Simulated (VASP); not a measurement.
# WS2 in VASP: further runs

WS2 is run at these levels: PBEsol; tasks: single point.

Everything below comes from runs of VASP 6.6.1. Logs are shortened: lines on timing, memory, paths and dates and some standing lists are left out, and cuts for length are marked.

## Step 1: The cell of the first run

The cell holds a slab with vacuum, 9 atoms: a = 3.189 Å, b = 3.193 Å, c = 28.535 Å, α = 90.09°, β = 89.66°, γ = 120.84°.

## Step 2: Single point, PBEsol (atoms moved at random and the cell strained at random)

Contents of INCAR:

```
PREC = Accurate ; ENCUT = 520
EDIFF = 1E-6 ; ISMEAR = 0
SIGMA = 0.02 ; LREAL = F
LASPH = T ; NELM = 100
ALGO = Normal ; ISIF = 2
LWAVE = F ; LCHARG = F
GGA = PS ; NBANDS = 49
```

Contents of KPOINTS:

```
regular mesh
0
Gamma
  8 8 1
```

Contents of POSCAR:

```
WS2
1.0
    3.1892799466     -0.0245418244      0.0094448765
   -1.6158938167      2.7543110097     -0.0025461153
    0.0846645158      0.0225267146     28.5350036133
W S
3 6
Direct
    0.6849739743      0.3556432144      0.6623338414
    0.2963177032      0.6623619500      0.8830899239
    0.3399290225      0.6730352715      0.4374114061
    0.6327730888      0.2488294943      0.9405734841
    0.7096741604      0.3845132672      0.4920804753
    0.3861498754      0.6828011494      0.7121668778
    0.6191007761      0.3198080881      0.8310202070
    0.6804408431      0.3275026004      0.3819416202
    0.3668654855      0.7075846502      0.6078080724
```

Potentials or basis: VASP PAW PBE potentials, release 64 (W_sv, S).

Started as:

```bash
> cat potpaw_PBE.64/W_sv/POTCAR potpaw_PBE.64/S/POTCAR > POTCAR
> mpirun -np 1 vasp_std > vasp.out
```

OUTCAR:

```text
PREC = Accurate
   ENCUT = 520
   EDIFF = 1E-6
   ISMEAR = 0
   LREAL = F
   LASPH = T
   NELM = 100
   ISIF = 2
   GGA = PS

 ion  position               nearest neighbor table
   1  0.685  0.356  0.662-   6 2.24   6 2.33   9 2.36   6 2.40   9 2.42   9 2.43
   2  0.296  0.662  0.883-   4 2.30   7 2.33   7 2.37   7 2.38   4 2.45   4 2.66
   3  0.340  0.673  0.437-   5 2.32   8 2.39   8 2.41   5 2.41   8 2.47   5 2.50
   4  0.633  0.249  0.941-   2 2.30   2 2.45   2 2.66
   5  0.710  0.385  0.492-   3 2.32   3 2.41   3 2.50
   6  0.386  0.683  0.712-   1 2.24   1 2.33   1 2.40
   7  0.619  0.320  0.831-   2 2.33   2 2.37   2 2.38
   8  0.680  0.328  0.382-   3 2.39   3 2.41   3 2.47
   9  0.367  0.708  0.608-   1 2.36   1 2.42   1 2.43

  LATTYP: Found a triclinic cell.
 ALAT       =     3.1893883559
 B/A-ratio  =     1.0012354673
 C/A-ratio  =     8.9468998197
 COS(alpha) =     0.0016177935
 COS(beta)  =     0.0059221814
 COS(gamma) =     0.5126438708

  Lattice vectors:

 A1 = (  -3.1892799466,   0.0245418244,  -0.0094448765)
 A2 = (  -1.6158938167,   2.7543110097,  -0.0025461153)
 A3 = (  -0.0846645158,  -0.0225267146, -28.5350036133)

Analysis of symmetry for initial positions (statically):
=====================================================================
 Subroutine PRICEL returns:
 Original cell was already a primitive cell.

 Routine SETGRP: Setting up the symmetry group for a
 triclinic supercell.

 Subroutine GETGRP returns: Found  1 space group operations
 (whereof  1 operations were pure point group operations)
 out of a pool of  2 trial point group operations.

The static configuration has the point symmetry C_1 .

Analysis of symmetry for dynamics (positions and initial velocities):
=====================================================================
 Subroutine PRICEL returns:
 Original cell was already a primitive cell.

 Routine SETGRP: Setting up the symmetry group for a
 triclinic supercell.

 Subroutine GETGRP returns: Found  1 space group operations
 (whereof  1 operations were pure point group operations)
 out of a pool of  2 trial point group operations.

The dynamic configuration has the point symmetry C_1 .

 Subroutine INISYM returns: Found  1 space group operations
 (whereof  1 operations are pure point group operations),
[... 108 lines left out ...]
   ENCUT  =  520.0 eV  38.22 Ry    6.18 a.u.   5.93  5.94 53.06*2*pi/ulx,y,z
   NELM   =    100;   NELMIN=  2; NELMDL= -5     # of ELM steps
   EDIFF  = 0.1E-05   stopping-criterion for ELM
   LREAL  =      F    real-space projection
   EDIFFG = 0.1E-04   stopping-criterion for IOM
   NSW    =      0    number of steps for IOM
   IBRION =     -1    ionic relax: 0-MD 1-quasi-New 2-CG
   NFREE  =      0    steps in history (QN), initial steepest desc. (CG)
   ISIF   =      2    stress and relaxation
   ISYM   =      2    0-nonsym 1-usesym 2-fastsym
   POTIM  = 0.5000    time-step for ionic-motion
   TEBEG  =    0.0;   TEEND  =   0.0 temperature during run
   PSTRESS=    0.0 pullay stress
   NELECT =      78.0000    total number of electrons
   NUPDOWN=      -1.0000    fix difference up-down
   EMIN   =  10.00;   EMAX   =-10.00  energy-range for DOS
   EFERMI =   0.00;   METHOD = LEGACY
   ISMEAR =     0;   SIGMA  =   0.02  broadening in eV -4-tet -1-fermi 0-gaus
   EFERMI_NEDOS =   21; number of points for ismear=-14 and -15
   IALGO  =     38    algorithm
   IMIX   =      4    mixing-type and parameters
     AMIX     =   0.40;   BMIX     =  1.00
     AMIX_MAG =   1.60;   BMIX_MAG =  1.00
  volume/ion in A,a.u.               =      27.73       187.10
  Fermi-wavevector in a.u.,A,eV,Ry     =   1.111053  2.099586 16.795569  1.234440
  Thomas-Fermi vector in A             =   2.247612
   LORBIT       =      0    0 simple, 1 ext, 2 COOP (PROOUT), +10 PAW based schemes
   GGA     = PS    functional components
   LHFCALC =     F    Hartree Fock is set to
   AEXX    =    0.0000 exact exchange contribution
   IVDW    =     0    specifies the selected vdW correction
   LEPSILON=     F    determine dielectric tensor
   LRPA    =     F    only Hartree local field effects (RPA)
 non-spin polarized calculation
 Gauss-broadening in eV      SIGMA  =   0.02
  energy-cutoff  :      520.00
  volume of cell :      249.53
 maximum number of plane-waves:      6770
   NGX = 11   NGY = 11   NGZ =107

 number of electron      77.9999997 magnetization

 Free energy of the ion-electron system (eV)
  ---------------------------------------------------
  ext. energy  EPLUGINS =         0.00000000
  ---------------------------------------------------
  free energy    TOTEN  =       -74.94657405 eV

  energy without entropy =      -74.94657405  energy(sigma->0) =      -74.94657405

 E-fermi :   3.0650     XC(G=0):  -7.5273

 val. band max:        2.9376385819   @ k =   0.0000   0.0000   0.0000
 cond. band min:       3.9346855655   @ k =   0.3750   0.3750   0.0000
 fundamental gap:      0.9970469836
 Fermi energy:         3.0650300671

 k-point     1 :       0.0000    0.0000    0.0000
  band No.  band energies     occupation
      1     -71.7291      2.00000
      2     -71.6762      2.00000
      3     -71.6410      2.00000
      4     -35.9829      2.00000
      5     -35.9733      2.00000
      6     -35.9210      2.00000
[... 1237 lines left out ...]
     48       6.3932      0.00000
     49       7.3817      0.00000

 [... further k-points ...]
[... 5 lines left out ...]
  --------------------------------------------------------------------------------------
  -------------------------------------------------------------------------------------
  Total       -1.2928268      0.5866951      5.1787302      0.8441762      1.6206733     -4.5689990
  in kB       -8.3011172      3.7671133     33.2521326      5.4203745     10.4061888    -29.3371069
  external PRESSURE =       9.5727096 kB  Pullay stress =       0.0000000 kB

 VOLUME and BASIS-vectors are now :
 -----------------------------------------------------------------------------
  energy-cutoff  :      520.00
  volume of cell :      249.53
      direct lattice vectors                 reciprocal lattice vectors
     3.189279947 -0.024541824  0.009444876     0.314975563  0.184788251 -0.001080425
    -1.615893817  2.754311010 -0.002546115     0.002807387  0.364713964 -0.000296250
     0.084664516  0.022526715 28.535003613    -0.000104004 -0.000028621  0.035045009

 POSITION                                       TOTAL-FORCE (eV/Angst)
 -----------------------------------------------------------------------------------
      1.66597      0.97766     18.90526         1.865513      0.262802     -2.634705
     -0.05050      1.83697     25.20009         0.807517     -2.315209      1.723089
      0.03361      1.85526     12.48303         1.048989      0.824131     -0.536955
      1.69564      0.69101     26.84461        -0.913913      1.939379     -0.512371
      1.68368      1.05274     14.04724        -0.710209     -1.156879      0.124940
      0.18850      1.88721     20.32359        -1.776440      0.307143      3.027285
      1.52807      0.88438     23.71820         0.114937      0.376700     -1.220407
      1.67324      0.89395     10.90430        -0.338097      0.333217      0.423603
      0.07811      1.95360     17.34547        -0.098297     -0.571283     -0.394478
 -----------------------------------------------------------------------------------
    total drift:                                0.000339     -0.000100      0.000062

  FREE ENERGIE OF THE ION-ELECTRON SYSTEM (eV)
  ---------------------------------------------------
  free  energy   TOTEN  =       -74.9465740482 eV

  energy  without entropy=      -74.9465740482  energy(sigma->0) =      -74.94657405
```

stdout:

```text
POSCAR found type information on POSCAR W S
 POSCAR found :  2 types and       9 ions
 scaLAPACK will be used
 -----------------------------------------------------------------------------
|                                                                             |
|                                                                             |
|     You enforced a specific xc type in the INCAR file but a different       |
|     I HOPE YOU KNOW WHAT YOU ARE DOING!                                     |
|                                                                             |
 -----------------------------------------------------------------------------

 LDA part: xc-table for (Slater+PW92), standard interpolation
 POSCAR, INCAR and KPOINTS ok, starting setup
 FFT: planning ... GRIDC
 FFT: planning ... GRID_SOFT
 FFT: planning ... GRID
 WAVECAR not read
 entering main loop
```

Wall time 7 min (1 thread of Intel Xeon 6975P-C (Granite Rapids), shared host); peak memory 0.53 GiB.

What came out:

```yaml
Free_energy: -74.9466 eV
Largest_force: 3.523 eV/Å
Band_gap_on_the_k_mesh: 1.00 eV (least direct gap 1.18 eV)
```

Forces on the atoms (eV/Å):
```
W    1.866  0.263 -2.635
W    0.808 -2.315  1.723
W    1.049  0.824 -0.537
S   -0.914  1.939 -0.512
S   -0.710 -1.157  0.125
S   -1.776  0.307  3.027
S    0.115  0.377 -1.220
S   -0.338  0.333  0.424
S   -0.098 -0.571 -0.394
```

Caveat: the cell differs from its parent crystal (atoms moved at random and the cell strained at random); the PAW data sets were made with another functional, which shifts forces and pressure a little; spin-orbit coupling is left out, which moves the levels of the heavy elements.

## Step 3: Single point, PBEsol

Contents of INCAR:

```
SYSTEM = WS2
PREC = Accurate
ENCUT = 520
EDIFF = 1E-7
ISMEAR = 0
SIGMA = 0.02
LREAL = .FALSE.
LASPH = .TRUE.
NELM = 60
ALGO = Normal
ISIF = 2
LWAVE = .FALSE.
LCHARG = .FALSE.
GGA = PS
NBANDS = 49
```

Contents of KPOINTS:

```
Automatic mesh
0
G
  8 8 1
  0 0 0
```

POSCAR is that of step 2.

Potentials or basis: VASP PAW PBE potentials, release 64 (W_sv, S).

Started as:

```bash
> cat potpaw_PBE.64/W_sv/POTCAR potpaw_PBE.64/S/POTCAR > POTCAR
> mpirun -np 1 vasp_std > vasp.out
```

Run time: 6.9 min. Hardware: 1 thread of Intel Xeon 6975P-C (Granite Rapids), shared host; peak memory 0.53 GiB.

The run converged. Its results:

```yaml
Free_energy: -74.9466 eV
Largest_force: 3.523 eV/Å
Band_gap_on_the_k_mesh: 1.00 eV (least direct gap 1.18 eV)
```

Forces on the atoms (eV/Å):
```
W    1.866  0.263 -2.635
W    0.808 -2.315  1.723
W    1.049  0.824 -0.537
S   -0.914  1.939 -0.512
S   -0.710 -1.157  0.125
S   -1.776  0.307  3.027
S    0.115  0.377 -1.220
S   -0.338  0.333  0.424
S   -0.098 -0.571 -0.394
```

Levels at points of the mesh, in eV from the valence-band top:
```csv
k point,band 36,band 37,band 38,band 39,band 40,band 41,band 42,band 43
"(0.00, 0.00, 0.00)",-1.55,-0.88,-0.55,0.00,1.18,1.74,1.77,2.07
"(0.50, 0.00, 0.00)",-1.97,-1.71,-1.41,-1.04,2.04,2.09,2.13,2.54
"(0.00, 0.50, 0.00)",-1.96,-1.57,-1.44,-1.41,1.92,2.08,2.18,2.55
"(0.50, 0.50, 0.00)",-1.98,-1.75,-1.46,-1.22,1.91,2.14,2.22,2.44
```

Caveat: the PAW data sets were made with another functional, which shifts forces and pressure a little; spin-orbit coupling is left out, which moves the levels of the heavy elements.
